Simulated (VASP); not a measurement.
# Cu (P6_3/mmc) in VASP: notebook

Cu is run at these levels: PBEsol; tasks: single point.

All numbers are computed with VASP 6.6.1; they aren't measurements. Logs are shortened: lines on timing, memory, paths and dates and some standing lists are left out, and cuts for length are marked.

## 1. The cell of the first run

The structure is hexagonal, space group P6_3/mmc (No. 194). Conventional cell: a = 2.534 Å, b = 2.534 Å, c = 4.113 Å, α = 90.00°, β = 90.00°, γ = 120.00°. Within 3.3 Å of Cu (site symmetry -6m2) lie 12 Cu at 2.52 to 2.53 Å.

## 2. Single point, PBEsol

INCAR reads:

```
PREC = Accurate ; ENCUT = 520
EDIFF = 1E-6 ; ISMEAR = -1
SIGMA = 0.1 ; LREAL = F
LASPH = T ; NELM = 60
ALGO = Normal ; ISIF = 2
LWAVE = F ; LCHARG = F
GGA = PS ; NBANDS = 18
```

KPOINTS reads:

```
Automatic mesh
0
Gamma
  16 16 9
```

POSCAR reads:

```
Cu
1.0
    2.5341000000      0.0000000000      0.0000000000
   -1.2670500000      2.1945900000      0.0000000000
    0.0000000000      0.0000000000      4.1125700000
Cu
2
Direct
    0.3333333333      0.6666666667      0.2500000000
    0.6666666667      0.3333333333      0.7500000000
```

Potentials or basis: VASP PAW PBE potentials, release 64 (Cu).

Run with:

```console
$ cat potpaw_PBE.64/Cu/POTCAR > POTCAR
$ mpirun -np 1 vasp_std > vasp.out
```

OUTCAR:

```text
PREC = Accurate
   ENCUT = 520
   EDIFF = 1E-6
   ISMEAR = -1
   LREAL = F
   LASPH = T
   NELM = 60
   ISIF = 2
   GGA = PS

 ion  position               nearest neighbor table
   1  0.333  0.667  0.250-   2 2.52   2 2.52   2 2.52   2 2.52   2 2.52   2 2.52
   2  0.667  0.333  0.750-   1 2.52   1 2.52   1 2.52   1 2.52   1 2.52   1 2.52

  LATTYP: Found a hexagonal cell.
 ALAT       =     2.5341000000
 C/A-ratio  =     1.6228917564

  Lattice vectors:

 A1 = (   2.5341000000,   0.0000000000,   0.0000000000)
 A2 = (  -1.2670500000,   2.1945900000,   0.0000000000)
 A3 = (   0.0000000000,   0.0000000000,   4.1125700000)

Analysis of symmetry for initial positions (statically):
=====================================================================
 Subroutine PRICEL returns:
 Original cell was already a primitive cell.

 Routine SETGRP: Setting up the symmetry group for a
 hexagonal supercell.

 Subroutine GETGRP returns: Found 24 space group operations
 (whereof 12 operations were pure point group operations)
 out of a pool of 24 trial point group operations.

The static configuration has the point symmetry D_3d.
 The point group associated with its full space group is D_6h.

Analysis of symmetry for dynamics (positions and initial velocities):
=====================================================================
 Subroutine PRICEL returns:
 Original cell was already a primitive cell.

 Routine SETGRP: Setting up the symmetry group for a
 hexagonal supercell.

 Subroutine GETGRP returns: Found 24 space group operations
 (whereof 12 operations were pure point group operations)
 out of a pool of 24 trial point group operations.

The dynamic configuration has the point symmetry D_3d.
 The point group associated with its full space group is D_6h.

 Subroutine INISYM returns: Found 24 space group operations
 (whereof 12 operations are pure point group operations),
 and found     1 'primitive' translations

----------------------------------------------------------------------------------------

                                     Primitive cell

  volume of cell :      22.8713

  direct lattice vectors                    reciprocal lattice vectors
     2.534100000  0.000000000  0.000000000     0.394617418  0.227832989  0.000000000
    -1.267050000  2.194590000  0.000000000     0.000000000  0.455665979  0.000000000
[... 77 lines left out ...]
   ISTART =      0    job   : 0-new  1-cont  2-samecut
   ICHARG =      2    charge: 1-file 2-atom 10-const
   ISPIN  =      1    spin polarized calculation?
   LNONCOLLINEAR =      F non collinear calculations
   LSORBIT =      F    spin-orbit coupling
   LASPH  =      T    aspherical Exc in radial PAW
   ENCUT  =  520.0 eV  38.22 Ry    6.18 a.u.   4.71  4.71  7.65*2*pi/ulx,y,z
   NELM   =     60;   NELMIN=  2; NELMDL= -5     # of ELM steps
   EDIFF  = 0.1E-05   stopping-criterion for ELM
   LREAL  =      F    real-space projection
   EDIFFG = 0.1E-04   stopping-criterion for IOM
   NSW    =      0    number of steps for IOM
   IBRION =     -1    ionic relax: 0-MD 1-quasi-New 2-CG
   NFREE  =      0    steps in history (QN), initial steepest desc. (CG)
   ISIF   =      2    stress and relaxation
   ISYM   =      2    0-nonsym 1-usesym 2-fastsym
   POTIM  = 0.5000    time-step for ionic-motion
   TEBEG  =    0.0;   TEEND  =   0.0 temperature during run
   PSTRESS=    0.0 pullay stress
   NELECT =      22.0000    total number of electrons
   NUPDOWN=      -1.0000    fix difference up-down
   EMIN   =  10.00;   EMAX   =-10.00  energy-range for DOS
   EFERMI =   0.00;   METHOD = LEGACY
   ISMEAR =    -1;   SIGMA  =   0.10  broadening in eV -4-tet -1-fermi 0-gaus
   EFERMI_NEDOS =   21; number of points for ismear=-14 and -15
   IALGO  =     38    algorithm
   IMIX   =      4    mixing-type and parameters
     AMIX     =   0.40;   BMIX     =  1.00
     AMIX_MAG =   1.60;   BMIX_MAG =  1.00
  volume/ion in A,a.u.               =      11.44        77.17
  Fermi-wavevector in a.u.,A,eV,Ry     =   1.616041  3.053874 35.532797  2.611587
  Thomas-Fermi vector in A             =   2.710691
   LORBIT       =      0    0 simple, 1 ext, 2 COOP (PROOUT), +10 PAW based schemes
   GGA     = PS    functional components
   LHFCALC =     F    Hartree Fock is set to
   AEXX    =    0.0000 exact exchange contribution
   IVDW    =     0    specifies the selected vdW correction
   LEPSILON=     F    determine dielectric tensor
   LRPA    =     F    only Hartree local field effects (RPA)
 non-spin polarized calculation
  energy-cutoff  :      520.00
  volume of cell :       22.87
 maximum number of plane-waves:       634
 NGX is ok and might be reduce to    20

 number of electron      21.9999982 magnetization

 Free energy of the ion-electron system (eV)
  ---------------------------------------------------
  ext. energy  EPLUGINS =         0.00000000
  ---------------------------------------------------
  free energy    TOTEN  =        -8.60845365 eV

  energy without entropy =       -8.58766076  energy(sigma->0) =       -8.59805721

 E-fermi :   7.7653     XC(G=0): -13.0968

 val. band max:        7.7334781282   @ k =   0.1250   0.0000   0.1111
 cond. band min:       7.7761658273   @ k =   0.5000   0.0000   0.0000
 fundamental gap:      0.0426876991
 Fermi energy:         7.7653273368

 k-point     1 :       0.0000    0.0000    0.0000
  band No.  band energies     occupation
      1      -1.8329      2.00000
      2       2.5376      2.00000
      3       4.6957      2.00000
      4       4.7383      2.00000
      5       4.7383      2.00000
      6       4.9628      2.00000
[... 481 lines left out ...]
      5       4.5296      2.00000
      6       4.8876      2.00000
[... 10 lines left out ...]
     17      24.0451      0.00000
     18      25.0037      0.00000

 [... further k-points ...]
[... 5 lines left out ...]
  --------------------------------------------------------------------------------------
  -------------------------------------------------------------------------------------
  Total       -0.1892489     -0.1892480      0.0205363      0.0000000      0.0000000      0.0000000
  in kB      -13.2572501    -13.2571900      1.4386072      0.0000000      0.0000000      0.0000000
  external PRESSURE =      -8.3586110 kB  Pullay stress =       0.0000000 kB

 VOLUME and BASIS-vectors are now :
 -----------------------------------------------------------------------------
  energy-cutoff  :      520.00
  volume of cell :       22.87
      direct lattice vectors                 reciprocal lattice vectors
     2.534100000  0.000000000  0.000000000     0.394617418  0.227832989  0.000000000
    -1.267050000  2.194590000  0.000000000     0.000000000  0.455665979  0.000000000
     0.000000000  0.000000000  4.112570000     0.000000000  0.000000000  0.243156955

 POSITION                                       TOTAL-FORCE (eV/Angst)
 -----------------------------------------------------------------------------------
     -0.00000      1.46306      1.02814        -0.000000     -0.000000      0.000000
      1.26705      0.73153      3.08443         0.000000      0.000000     -0.000000
 -----------------------------------------------------------------------------------
    total drift:                               -0.000000      0.000000     -0.000000

  FREE ENERGIE OF THE ION-ELECTRON SYSTEM (eV)
  ---------------------------------------------------
  free  energy   TOTEN  =        -8.6084536528 eV

  energy  without entropy=       -8.5876607591  energy(sigma->0) =       -8.59805721
```

stdout:

```text
POSCAR found type information on POSCAR Cu
 POSCAR found :  1 types and       2 ions
 scaLAPACK will be used
 -----------------------------------------------------------------------------
|                                                                             |
|                                                                             |
|     You enforced a specific xc type in the INCAR file but a different       |
|     I HOPE YOU KNOW WHAT YOU ARE DOING!                                     |
|                                                                             |
 -----------------------------------------------------------------------------

 LDA part: xc-table for (Slater+PW92), standard interpolation
 POSCAR, INCAR and KPOINTS ok, starting setup
 FFT: planning ... GRIDC
 FFT: planning ... GRID_SOFT
 FFT: planning ... GRID
 WAVECAR not read
 entering main loop
```

Wall time 21 s (1 thread of Intel Xeon 6975P-C (Granite Rapids), shared host); peak memory 0.17 GiB.

Results:

```yaml
Free_energy: -8.6085 eV
Pressure: -0.8 GPa
Band_gap_on_the_k_mesh: zero (band 11 reaches 11.16 eV, above the bottom of band 12 at 5.87 eV)
```

Levels at points of the mesh, in eV from the Fermi level:
| k point | band 9 | band 10 | band 11 | band 12 | band 13 | band 14 |
| --- | --- | --- | --- | --- | --- | --- |
| (0.00, 0.00, 0.00) | -2.52 | -1.72 | -1.72 | -1.04 | 4.03 | 21.56 |
| (0.50, 0.00, 0.00) | -1.57 | -1.53 | 0.01 | 1.62 | 7.94 | 8.36 |

Caveat: the PAW data sets were made with another functional, which shifts forces and pressure a little.

## 3. Single point, PBEsol

This run uses another cell than the first one, of the same volume but with other edges.

INCAR reads:

```
SYSTEM = Cu
ALGO     = Normal         ! electronic algorithm
EDIFF    = 1E-6           ! SCF threshold, eV
ENCUT    = 520            ! plane-wave cutoff, eV
GGA      = PS             ! functional
ISIF     = 2              ! what is computed and relaxed
ISMEAR   = -1             ! smearing method
LASPH    = .TRUE.         ! aspherical terms in the spheres
LCHARG   = .FALSE.        ! write CHGCAR
LREAL    = .FALSE.        ! projectors in reciprocal space
LWAVE    = .FALSE.        ! write WAVECAR
NBANDS   = 18             ! bands
NELM     = 100            ! most SCF steps
PREC     = Accurate       ! precision mode
SIGMA    = 0.1            ! smearing width, eV
```

KPOINTS reads:

```
k-points
0
G
  16 16 9
  0 0 0
```

POSCAR reads:

```
Cu
1.0
    2.5974525000      0.0000000000      0.0000000000
   -1.2987262500      2.2494547500      0.0000000000
    0.0000000000      0.0000000000      3.9144033314
Cu
2
Direct
    0.3333333333      0.6666666667      0.2500000000
    0.6666666667      0.3333333333      0.7500000000
```

Potentials or basis: VASP PAW PBE potentials, release 64 (Cu).

Run with:

```console
$ cat potpaw_PBE.64/Cu/POTCAR > POTCAR
$ mpirun -np 1 vasp_std > vasp.out
```

It took 21 s on 1 thread of Intel Xeon 6975P-C (Granite Rapids), shared host; peak memory 0.16 GiB.

Results (log left out):

| Item | Value |
| --- | --- |
| Free energy | -8.5520 eV |
| Pressure | 0.3 GPa |
| Band gap on the k mesh | zero (band 11 reaches 10.86 eV, above the bottom of band 12 at 5.91 eV) |

Stress tensor (GPa, compression positive):
```
-4.38  0.00  0.00
 0.00 -4.38  0.00
 0.00  0.00  9.78
```

Levels at points of the mesh, in eV from the Fermi level:
```tsv
k point	band 8	band 9	band 10	band 11	band 12	band 13	band 14	band 15
(0.00, 0.00, 0.00)	-2.75	-2.75	-1.72	-1.72	-0.29	5.11	20.45	20.45
(0.50, 0.00, 0.00)	-1.78	-1.62	-1.48	-0.17	1.31	8.31	9.03	11.34
```

Caveat: the PAW data sets were made with another functional, which shifts forces and pressure a little.

## 4. Single point, PBEsol

This run uses another cell than the first one, of the same volume but with other edges.

INCAR reads:

```
SYSTEM = Cu
  PREC = Accurate
  ENCUT = 520
  EDIFF = 1E-6
  ISMEAR = -1
  SIGMA = 0.1
  LREAL = .FALSE.
  LASPH = .TRUE.
  NELM = 60
  ALGO = Normal
  ISIF = 2
  LWAVE = .FALSE.
  LCHARG = .FALSE.
  GGA = PS
  NBANDS = 18
```

KPOINTS reads:

```
Automatic mesh
0
G
  16 16 9
  0 0 0
```

POSCAR reads:

```
Cu
1.0
    2.6608050000      0.0000000000      0.0000000000
   -1.3304025000      2.3043195000      0.0000000000
    0.0000000000      0.0000000000      3.7302222222
Cu
2
Direct
    0.3333333333      0.6666666667      0.2500000000
    0.6666666667      0.3333333333      0.7500000000
```

Run with:

```console
$ cat potpaw_PBE.64/Cu/POTCAR > POTCAR
$ mpirun -np 1 vasp_std > vasp.out
```

Wall time 19 s (1 thread of Intel Xeon 6975P-C (Granite Rapids), shared host); peak memory 0.17 GiB.

The run converged. Its results:

```
Free energy            : -8.4190 eV
Pressure               : 3.0 GPa
Band gap on the k mesh : zero (band 11 reaches 10.60 eV, above the bottom of band 12 at 5.98 eV)
```

Stress tensor (GPa, compression positive):
```
-4.83  0.00  0.00
 0.00 -4.83  0.00
 0.00  0.00 18.68
```

Levels at points of the mesh, in eV from the Fermi level:
| k point | band 7 | band 8 | band 9 | band 10 | band 11 | band 12 | band 13 | band 14 | band 15 | band 16 |
| --- | --- | --- | --- | --- | --- | --- | --- | --- | --- | --- |
| (0.00, 0.00, 0.00) | -2.78 | -2.78 | -2.61 | -1.75 | -1.75 | 0.53 | 6.23 | 18.91 | 18.91 | 19.56 |
| (0.50, 0.00, 0.00) | -2.47 | -1.98 | -1.74 | -1.44 | -0.40 | 0.96 | 8.77 | 9.77 | 10.92 | 11.81 |

Caveat: the PAW data sets were made with another functional, which shifts forces and pressure a little.

## 5. The runs side by side

```csv
cell,gap on the mesh (eV),pressure (GPa)
"a = 2.534, b = 2.534, c = 4.113 Å, angles 90.0, 90.0, 120.0°, 2 atoms",none,-0.8
"a = 2.597, b = 2.597, c = 3.914 Å, angles 90.0, 90.0, 120.0°, 2 atoms",none,0.3
"a = 2.661, b = 2.661, c = 3.730 Å, angles 90.0, 90.0, 120.0°, 2 atoms",none,3.0
```

Alike in all rows: task single point; level PBEsol; potentials or basis VASP PAW PBE potentials, release 64 (Cu); no spin polarisation; k mesh 16 × 16 × 9; cutoff (eV) 520; smearing fermi-dirac 0.1 eV.

Caveats: the PAW data sets were made with another functional, which shifts forces and pressure a little.

Total energies depend on the potentials used, so only differences within one code and one set of settings carry meaning.
